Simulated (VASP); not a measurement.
# Mg32O31 (a cell with a defect) in VASP: notebook, part 3 of 3

VASP 6.6.1. Earlier steps stand in the parts before.

### Step 5. Single point, PBE+D3(BJ)

Contents of INCAR:

```
SYSTEM = Mg32O31
PREC = Accurate
ENCUT = 520
EDIFF = 1E-6
ISMEAR = 0
SIGMA = 0.05
LREAL = Auto
LASPH = .TRUE.
NELM = 80
ALGO = Normal
ISIF = 2
LWAVE = .FALSE.
LCHARG = .FALSE.
GGA = PE
IVDW = 12
NBANDS = 162
```

Contents of KPOINTS:

```
Automatic mesh
0
G
  1 1 1
  0 0 0
```

Contents of POSCAR:

```
Mg32O31
1.0
    8.8224000000      0.0000000000      0.0000000000
    0.0000000000      8.8224000000      0.0000000000
    0.0000000000      0.0000000000      8.8224000000
Mg O
32 31
Direct
    0.5000055217      0.0000055217     -0.0000055217
    0.7500000000      0.2500000000     -0.0006322713
    0.7500000000      0.0022470380      0.2500000000
   -0.0000055217      0.0000055217     -0.0000055217
    0.2500000000      0.2500000000     -0.0022470380
    0.5000055217      0.4999944783     -0.0000055217
    0.7500000000      0.7500000000     -0.0022470380
    0.2500000000      0.0093864954      0.2500000000
    0.5022470380      0.2500000000      0.2500000000
    0.7500000000      0.4977529620      0.2500000000
    0.5000055217      0.0000055217      0.5000055217
    0.7500000000      0.2500000000      0.5006322713
    0.7500000000      0.0006322713      0.7500000000
   -0.0000055217      0.4999944783     -0.0000055217
    0.2500000000      0.7500000000     -0.0093864954
   -0.0022470380      0.2500000000      0.2500000000
    0.2500000000      0.4906135046      0.2500000000
    0.5093864954      0.7500000000      0.2500000000
   -0.0000055217      0.0000055217      0.5000055217
    0.2500000000      0.2500000000      0.5022470380
    0.5000055217      0.4999944783      0.5000055217
    0.7500000000      0.7500000000      0.5022470380
    0.2500000000      0.0022470380      0.7500000000
    0.5006322713      0.2500000000      0.7500000000
    0.7500000000      0.4993677287      0.7500000000
   -0.0093864954      0.7500000000      0.2500000000
   -0.0000055217      0.4999944783      0.5000055217
    0.2500000000      0.7500000000      0.5093864954
   -0.0006322713      0.2500000000      0.7500000000
    0.2500000000      0.4977529620      0.7500000000
    0.5022470380      0.7500000000      0.7500000000
   -0.0022470380      0.7500000000      0.7500000000
    0.7500000000      0.2500000000      0.2500000000
   -0.0005965507      0.4994034493      0.2500000000
   -0.0000573782      0.2500000000      0.5000573782
    0.2500000000      0.2500000000      0.2500000000
    0.5005965507      0.4994034493      0.2500000000
    0.7500000000      0.7500000000      0.2500000000
   -0.0005965507      0.0005965507      0.2500000000
    0.5000573782      0.2500000000      0.5000573782
    0.7500000000      0.4999426218      0.5000573782
    0.7500000000      0.2500000000      0.7500000000
   -0.0000573782      0.4999426218      0.7500000000
   -0.0000573782      0.2500000000     -0.0000573782
   -0.0005965507      0.7500000000      0.5005965507
    0.5005965507      0.0005965507      0.2500000000
    0.2500000000      0.4994034493      0.5005965507
    0.5005965507      0.7500000000      0.5005965507
    0.7500000000      0.0000573782      0.5000573782
    0.2500000000      0.2500000000      0.7500000000
    0.5000573782      0.4999426218      0.7500000000
    0.7500000000      0.7500000000      0.7500000000
   -0.0000573782      0.0000573782      0.7500000000
    0.5000573782      0.2500000000     -0.0000573782
    0.7500000000      0.4999426218     -0.0000573782
   -0.0005965507      0.7500000000     -0.0005965507
    0.2500000000      0.0005965507      0.5005965507
    0.2500000000      0.7500000000      0.7500000000
    0.5000573782      0.0000573782      0.7500000000
    0.2500000000      0.4994034493     -0.0005965507
    0.5005965507      0.7500000000     -0.0005965507
    0.7500000000      0.0000573782     -0.0000573782
    0.2500000000      0.0005965507     -0.0005965507
```

Command:

```sh
> cat potpaw_PBE.64/Mg/POTCAR potpaw_PBE.64/O/POTCAR > POTCAR
> mpirun -np 1 vasp_gam > vasp.out
```

It took 5 min on 1 thread of Intel Xeon Platinum 8488C (Sapphire Rapids), shared host; peak memory 0.7 GiB.

It converged, with:

```yaml
Free_energy: -382.5592 eV
Pressure: -16.1 GPa
Largest_force: 0.027 eV/Å
Band_gap_on_the_k_mesh: 2.12 eV
Dispersion_energy_per_atom: -0.255 eV
```

Forces in eV/Å, atoms in the order of the input:
```
Mg   0.013  0.013 -0.013
Mg   0.000  0.000 -0.011
Mg   0.000  0.017  0.000
Mg  -0.013  0.013 -0.013
Mg   0.000  0.000 -0.017
Mg   0.013 -0.013 -0.013
Mg   0.000  0.000 -0.017
Mg   0.000 -0.006  0.000
Mg   0.017  0.000  0.000
Mg   0.000 -0.017  0.000
Mg   0.013  0.013  0.013
Mg   0.000  0.000  0.011
Mg   0.000  0.011  0.000
Mg  -0.013 -0.013 -0.013
Mg   0.000  0.000  0.006
Mg  -0.017  0.000  0.000
Mg   0.000  0.006  0.000
Mg  -0.006  0.000  0.000
Mg  -0.013  0.013  0.013
Mg   0.000  0.000  0.017
Mg   0.013 -0.013  0.013
Mg   0.000  0.000  0.017
Mg   0.000  0.017  0.000
Mg   0.011  0.000  0.000
Mg   0.000 -0.011  0.000
Mg   0.006  0.000  0.000
Mg  -0.013 -0.013  0.013
Mg   0.000  0.000 -0.006
Mg  -0.011  0.000  0.000
Mg   0.000 -0.017  0.000
Mg   0.017  0.000  0.000
Mg  -0.017  0.000  0.000
O    0.000  0.000  0.000
O    0.019  0.019  0.000
O    0.016  0.000 -0.016
O    0.000  0.000  0.000
O   -0.019  0.019  0.000
O    0.000  0.000  0.000
O    0.019 -0.019  0.000
O   -0.016  0.000 -0.016
O    0.000  0.016 -0.016
O    0.000  0.000  0.000
O    0.016  0.016  0.000
O    0.016  0.000  0.016
O    0.019  0.000 -0.019
O   -0.019 -0.019  0.000
O    0.000  0.019 -0.019
O   -0.019  0.000 -0.019
O    0.000 -0.016 -0.016
O    0.000  0.000  0.000
O   -0.016  0.016  0.000
O    0.000  0.000  0.000
O    0.016 -0.016  0.000
O   -0.016  0.000  0.016
O    0.000  0.016  0.016
O    0.019  0.000  0.019
O    0.000 -0.019 -0.019
O    0.000  0.000  0.000
O   -0.016 -0.016  0.000
O    0.000  0.019  0.019
O   -0.019  0.000  0.019
O    0.000 -0.016  0.016
O    0.000 -0.019  0.019
```

Levels at points of the mesh, in eV from the valence-band top:
```csv
k point,band 121,band 122,band 123,band 124,band 125,band 126,band 127,band 128,band 129,band 130
"(0.00, 0.00, 0.00)",-2.54,-2.09,-2.09,-2.09,0.00,2.12,3.83,3.83,3.83,4.69
```

Caveat: the k points lie up to 0.71 Å⁻¹ apart.

### Step 6. The runs side by side

```csv
task,cell,gap on the mesh (eV),pressure (GPa),largest force (eV/Å)
relaxation of the atoms,"atoms relaxed, atomic positions A",2.10,-16.1,0.02
relaxation of the atoms,"atoms relaxed, atomic positions B",2.10,-16.0,0.02
single point,"as given, atomic positions C",2.12,-16.1,0.03
single point,"as given, atomic positions D",2.12,-16.1,0.03
```

Alike in all rows: level PBE+D3(BJ); potentials or basis VASP PAW PBE potentials, release 64 (Mg, O); no spin polarisation; k mesh 1 × 1 × 1; cutoff (eV) 520; smearing gaussian 0.05 eV.

Caveats: all runs use coarse meshes.

Total energies depend on the potentials used, so only differences within one code and one set of settings carry meaning.
